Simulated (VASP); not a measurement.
# CuI (P4/nmm) in VASP: single point with PBE

Aim: the single point of CuI with PBE.

Everything below comes from runs of VASP 6.6.1. Logs are shortened: lines on timing, memory, paths and dates and some standing lists are left out, and cuts for length are marked.

## Step 1: The cell of the first run

Symmetry: P4/nmm, No. 129, tetragonal system. Conventional cell: a = 4.090 Å, b = 4.090 Å, c = 6.551 Å, α = 90.00°, β = 90.00°, γ = 90.00°. Cu (site symmetry -4m2) has 4 I at 2.65 Å and 4 Cu at 2.89 Å within 3.5 Å. Within 3.5 Å of I (site symmetry 4mm) lie 4 Cu at 2.65 Å.

## Step 2: Single point, PBE

INCAR reads:

```
PREC = Accurate
ENCUT = 520
EDIFF = 1E-6
ISMEAR = 0
SIGMA = 0.05
LREAL = F
LASPH = T
NELM = 60
ALGO = Normal
ISIF = 2
LWAVE = F
LCHARG = T
GGA = PE
LELF = T
LVHAR = T
NBANDS = 26
```

KPOINTS reads:

```
Automatic mesh
0
Gamma
  10 10 6
```

POSCAR reads:

```
CuI
1.0
    4.0901961900      0.0000000000      0.0000000000
    0.0000000000      4.0901961900      0.0000000000
    0.0000000000      0.0000000000      6.5514580400
Cu I
2 2
Direct
    0.5000000000      0.5000000000      0.0000000000
    0.0000000000      0.0000000000      0.0000000000
    0.5000000000      0.0000000000      0.2569656400
    0.0000000000      0.5000000000      0.7430343600
```

Potentials or basis: VASP PAW PBE potentials, release 64 (Cu, I).

On the command line:

```
$ cat potpaw_PBE.64/Cu/POTCAR potpaw_PBE.64/I/POTCAR > POTCAR
$ mpirun -np 1 vasp_std > vasp.out
```

OUTCAR:

```text
PREC = Accurate
   ENCUT = 520
   EDIFF = 1E-6
   ISMEAR = 0
   LREAL = F
   LASPH = T
   NELM = 60
   ISIF = 2
   GGA = PE

 ion  position               nearest neighbor table
   1  0.500  0.500  0.000-   3 2.65   4 2.65   3 2.65   4 2.65
   2  0.000  0.000  0.000-   3 2.65   4 2.65   4 2.65   3 2.65
   3  0.500  0.000  0.257-   1 2.65   2 2.65   1 2.65   2 2.65
   4  0.000  0.500  0.743-   1 2.65   2 2.65   2 2.65   1 2.65

  LATTYP: Found a simple tetragonal cell.
 ALAT       =     4.0901961900
 C/A-ratio  =     1.6017466487

  Lattice vectors:

 A1 = (   4.0901961900,   0.0000000000,   0.0000000000)
 A2 = (   0.0000000000,   4.0901961900,   0.0000000000)
 A3 = (   0.0000000000,   0.0000000000,   6.5514580400)

Analysis of symmetry for initial positions (statically):
=====================================================================
 Subroutine PRICEL returns:
 Original cell was already a primitive cell.

 Routine SETGRP: Setting up the symmetry group for a
 simple tetragonal supercell.

 Subroutine GETGRP returns: Found 16 space group operations
 (whereof  8 operations were pure point group operations)
 out of a pool of 16 trial point group operations.

The static configuration has the point symmetry D_2d.
 The point group associated with its full space group is D_4h.

Analysis of symmetry for dynamics (positions and initial velocities):
=====================================================================
 Subroutine PRICEL returns:
 Original cell was already a primitive cell.

 Routine SETGRP: Setting up the symmetry group for a
 simple tetragonal supercell.

 Subroutine GETGRP returns: Found 16 space group operations
 (whereof  8 operations were pure point group operations)
 out of a pool of 16 trial point group operations.

The dynamic configuration has the point symmetry D_2d.
 The point group associated with its full space group is D_4h.

 Subroutine INISYM returns: Found 16 space group operations
 (whereof  8 operations are pure point group operations),
 and found     1 'primitive' translations

----------------------------------------------------------------------------------------

                                     Primitive cell

  volume of cell :     109.6040

  direct lattice vectors                    reciprocal lattice vectors
     4.090196190  0.000000000  0.000000000     0.244487050  0.000000000  0.000000000
     0.000000000  4.090196190  0.000000000     0.000000000  0.244487050  0.000000000
     0.000000000  0.000000000  6.551458040     0.000000000  0.000000000  0.152637778

  length of vectors
     4.090196190  4.090196190  6.551458040     0.244487050  0.244487050  0.152637778

  position of ions in fractional coordinates (direct lattice)
     0.500000000  0.500000000  0.000000000
     0.000000000  0.000000000  0.000000000
     0.500000000  0.000000000  0.256965640
     0.000000000  0.500000000  0.743034360

  ion indices of the primitive-cell ions
   primitive index   ion index
                 1           1
                 2           2
                 3           3
                 4           4

----------------------------------------------------------------------------------------

 KPOINTS: Automatic mesh

Automatic generation of k-mesh.
 Grid dimensions read from file:
 generate k-points for:   10   10    6

 Generating k-lattice:

  Cartesian coordinates                     Fractional coordinates (reciprocal lattice)
     0.024448705  0.000000000  0.000000000     0.100000000  0.000000000  0.000000000
     0.000000000  0.024448705  0.000000000     0.000000000  0.100000000  0.000000000
     0.000000000  0.000000000  0.025439630     0.000000000  0.000000000  0.166666667

  Length of vectors
     0.024448705  0.024448705  0.025439630

  Shift w.r.t. Gamma in fractional coordinates (k-lattice)
     0.000000000  0.000000000  0.000000000

 Subroutine IBZKPT returns following result:
 ===========================================

 Found     84 irreducible k-points:

 Following reciprocal coordinates:
            Coordinates               Weight
  0.000000  0.000000  0.000000      1.000000
  0.100000  0.000000  0.000000      4.000000
  0.200000  0.000000  0.000000      4.000000
  0.300000  0.000000  0.000000      4.000000
  0.400000  0.000000  0.000000      4.000000
  0.500000  0.000000  0.000000      2.000000
[... 16 lines left out ...]
  0.100000  0.000000  0.166667      8.000000
  0.200000  0.000000  0.166667      8.000000
 [... further k-points ...]
   k-points           NKPTS =     84   k-points in BZ     NKDIM =     84   number of bands    NBANDS=     26
   number of dos      NEDOS =    301   number of ions     NIONS =      4
   total plane-waves  NPLWV =  45000
   dimension x,y,z NGX =    30 NGY =   30 NGZ =   50
   dimension x,y,z NGXF=    60 NGYF=   60 NGZF=  100
   ions per type =               2   2
   NGX,Y,Z   is equivalent  to a cutoff of  12.19, 12.19, 12.69 a.u.
   NGXF,Y,Z  is equivalent  to a cutoff of  24.39, 24.39, 25.38 a.u.
 SYSTEM =  unknown system
   PREC   = accura    normal or accurate (medium, high low for compatibility)
   ISTART =      0    job   : 0-new  1-cont  2-samecut
   ICHARG =      2    charge: 1-file 2-atom 10-const
   ISPIN  =      1    spin polarized calculation?
   LNONCOLLINEAR =      F non collinear calculations
   LSORBIT =      F    spin-orbit coupling
   LASPH  =      T    aspherical Exc in radial PAW
   ENCUT  =  520.0 eV  38.22 Ry    6.18 a.u.   7.61  7.61 12.18*2*pi/ulx,y,z
   NELM   =     60;   NELMIN=  2; NELMDL= -5     # of ELM steps
   EDIFF  = 0.1E-05   stopping-criterion for ELM
   LREAL  =      F    real-space projection
   EDIFFG = 0.1E-04   stopping-criterion for IOM
   NSW    =      0    number of steps for IOM
   IBRION =     -1    ionic relax: 0-MD 1-quasi-New 2-CG
   NFREE  =      0    steps in history (QN), initial steepest desc. (CG)
   ISIF   =      2    stress and relaxation
   ISYM   =      2    0-nonsym 1-usesym 2-fastsym
   POTIM  = 0.5000    time-step for ionic-motion
   TEBEG  =    0.0;   TEEND  =   0.0 temperature during run
   PSTRESS=    0.0 pullay stress
   NELECT =      36.0000    total number of electrons
   NUPDOWN=      -1.0000    fix difference up-down
   EMIN   =  10.00;   EMAX   =-10.00  energy-range for DOS
   EFERMI =   0.00;   METHOD = LEGACY
   ISMEAR =     0;   SIGMA  =   0.05  broadening in eV -4-tet -1-fermi 0-gaus
   EFERMI_NEDOS =   21; number of points for ismear=-14 and -15
   IALGO  =     38    algorithm
   IMIX   =      4    mixing-type and parameters
     AMIX     =   0.40;   BMIX     =  1.00
     AMIX_MAG =   1.60;   BMIX_MAG =  1.00
  volume/ion in A,a.u.               =      27.40       184.91
  Fermi-wavevector in a.u.,A,eV,Ry     =   1.129536  2.134514 17.359028  1.275853
  Thomas-Fermi vector in A             =   2.266230
   LORBIT       =      0    0 simple, 1 ext, 2 COOP (PROOUT), +10 PAW based schemes
   GGA     = PE    functional components
   LHFCALC =     F    Hartree Fock is set to
   AEXX    =    0.0000 exact exchange contribution
   IVDW    =     0    specifies the selected vdW correction
   LEPSILON=     F    determine dielectric tensor
   LRPA    =     F    only Hartree local field effects (RPA)
 non-spin polarized calculation
 Gauss-broadening in eV      SIGMA  =   0.05
  energy-cutoff  :      520.00
  volume of cell :      109.60
 maximum number of plane-waves:      2972
   NGX = 15   NGY = 15   NGZ = 25

 number of electron      35.9999971 magnetization

 Free energy of the ion-electron system (eV)
  ---------------------------------------------------
  ext. energy  EPLUGINS =         0.00000000
  ---------------------------------------------------
  free energy    TOTEN  =       -11.08395376 eV

  energy without entropy =      -11.08395376  energy(sigma->0) =      -11.08395376

 E-fermi :   4.6366     XC(G=0):  -8.9777

 val. band max:        4.4182125605   @ k =   0.0000   0.0000   0.0000
 cond. band min:       6.0394352826   @ k =   0.0000   0.0000   0.0000
 fundamental gap:      1.6212227222
 Fermi energy:         4.6365729085

 k-point     1 :       0.0000    0.0000    0.0000
  band No.  band energies     occupation
      1      -9.4834      2.00000
      2      -8.8004      2.00000
      3      -1.3559      2.00000
      4       0.6588      2.00000
      5       0.8560      2.00000
      6       0.8560      2.00000
[... 18 lines left out ...]
     25      12.8450      0.00000
     26      13.1761      0.00000

 k-point     2 :       0.1000    0.0000    0.0000
  band No.  band energies     occupation
      1      -9.4459      2.00000
      2      -8.7906      2.00000
      3      -1.2922      2.00000
      4       0.6458      2.00000
      5       0.7359      2.00000
      6       0.8680      2.00000
[... 18 lines left out ...]
     25      12.8270      0.00000
     26      13.1799      0.00000

 k-point     3 :       0.2000    0.0000    0.0000
  band No.  band energies     occupation
      1      -9.3404      2.00000
      2      -8.7695      2.00000
      3      -1.1123      2.00000
      4       0.3534      2.00000
      5       0.4221      2.00000
      6       0.7527      2.00000
[... 18 lines left out ...]
     25      12.1196      0.00000
     26      12.8352      0.00000

 k-point     4 :       0.3000    0.0000    0.0000
  band No.  band energies     occupation
      1      -9.1878      2.00000
      2      -8.7598      2.00000
      3      -0.8667      2.00000
      4      -0.1765      2.00000
      5       0.0715      2.00000
      6       0.6898      2.00000
[... 18 lines left out ...]
     25      11.3073      0.00000
     26      12.0079      0.00000
[... 496 lines left out ...]
      1      -9.4509      2.00000
      2      -8.8438      2.00000
      3      -1.2430      2.00000
      4       0.5360      2.00000
      5       0.8218      2.00000
      6       0.8218      2.00000
[... 18 lines left out ...]
     25      11.9424      0.00000
     26      13.1056      0.00000

 k-point    23 :       0.1000    0.0000    0.1667
  band No.  band energies     occupation
      1      -9.4145      2.00000
      2      -8.8319      2.00000
      3      -1.1901      2.00000
      4       0.4937      2.00000
      5       0.7282      2.00000
      6       0.8357      2.00000
[... 18 lines left out ...]
     25      11.9710      0.00000
     26      12.7188      0.00000

 k-point    24 :       0.2000    0.0000    0.1667
  band No.  band energies     occupation
      1      -9.3122      2.00000
      2      -8.8046      2.00000
      3      -1.0511      2.00000
      4       0.2412      2.00000
      5       0.4334      2.00000
      6       0.8030      2.00000
[... 18 lines left out ...]
     25      11.5853      0.00000
     26      12.6884      0.00000

 [... further k-points ...]

------------------------ aborting loop because EDIFF is reached ----------------------------------------

  FORCE on cell =-STRESS in cart. coord.  units (eV):
  Direction    XX          YY          ZZ          XY          YZ          ZX
  --------------------------------------------------------------------------------------
  -------------------------------------------------------------------------------------
  Total        0.9233627      0.9233627      1.1140660      0.0000000      0.0000000      0.0000000
  in kB       13.4976041     13.4976041     16.2852811      0.0000000      0.0000000      0.0000000
  external PRESSURE =      14.4268297 kB  Pullay stress =       0.0000000 kB

 VOLUME and BASIS-vectors are now :
 -----------------------------------------------------------------------------
  energy-cutoff  :      520.00
  volume of cell :      109.60
      direct lattice vectors                 reciprocal lattice vectors
     4.090196190  0.000000000  0.000000000     0.244487050  0.000000000  0.000000000
     0.000000000  4.090196190  0.000000000     0.000000000  0.244487050  0.000000000
     0.000000000  0.000000000  6.551458040     0.000000000  0.000000000  0.152637778

 POSITION                                       TOTAL-FORCE (eV/Angst)
 -----------------------------------------------------------------------------------
      2.04510      2.04510      0.00000        -0.000000     -0.000000      0.000000
      0.00000      0.00000      0.00000        -0.000000      0.000000      0.000000
      2.04510      0.00000      1.68350         0.000000      0.000000      0.154349
      0.00000      2.04510      4.86796        -0.000000      0.000000     -0.154349
 -----------------------------------------------------------------------------------
    total drift:                                0.000000      0.000000      0.000000

  FREE ENERGIE OF THE ION-ELECTRON SYSTEM (eV)
  ---------------------------------------------------
  free  energy   TOTEN  =       -11.0839537620 eV

  energy  without entropy=      -11.0839537620  energy(sigma->0) =      -11.08395376
```

Run time: 5 min. Hardware: 1 thread of Intel Xeon 8259CL, shared host; peak memory 0.35 GiB.

Results:

| Quantity | Value |
| --- | --- |
| Free energy | -11.0840 eV |
| Pressure | 1.4 GPa |
| Largest force | 0.154 eV/Å |
| Band gap on the k mesh | 1.62 eV |

Forces on the atoms (eV/Å):
```
Cu   0.000  0.000  0.000
Cu   0.000  0.000  0.000
I    0.000  0.000  0.154
I    0.000  0.000 -0.154
```

Levels at points of the mesh, in eV from the valence-band top:
| k point | band 15 | band 16 | band 17 | band 18 | band 19 | band 20 | band 21 | band 22 |
| --- | --- | --- | --- | --- | --- | --- | --- | --- |
| (0.00, 0.00, 0.00) | -1.15 | -0.78 | 0.00 | 0.00 | 1.62 | 3.06 | 3.38 | 4.98 |
| (0.50, 0.00, 0.00) | -1.08 | -1.08 | -0.46 | -0.46 | 3.62 | 3.62 | 4.97 | 4.97 |
| (0.50, 0.50, 0.00) | -1.66 | -1.66 | -1.06 | -1.06 | 2.68 | 2.68 | 2.87 | 2.87 |
| (0.00, 0.00, 0.50) | -1.28 | -1.15 | -0.28 | -0.28 | 3.24 | 3.27 | 3.52 | 4.43 |
| (0.50, 0.00, 0.50) | -0.73 | -0.73 | -0.44 | -0.44 | 2.30 | 2.30 | 5.14 | 5.14 |
| (0.50, 0.50, 0.50) | -1.66 | -1.66 | -0.99 | -0.99 | 4.06 | 4.06 | 4.07 | 4.07 |

Caveat: spin-orbit coupling is left out, which moves the levels of the heavy elements; this functional lacks dispersion, which binds the layers, so the pressure and a relaxed spacing across them are unreliable. A k mesh can miss the band edges.
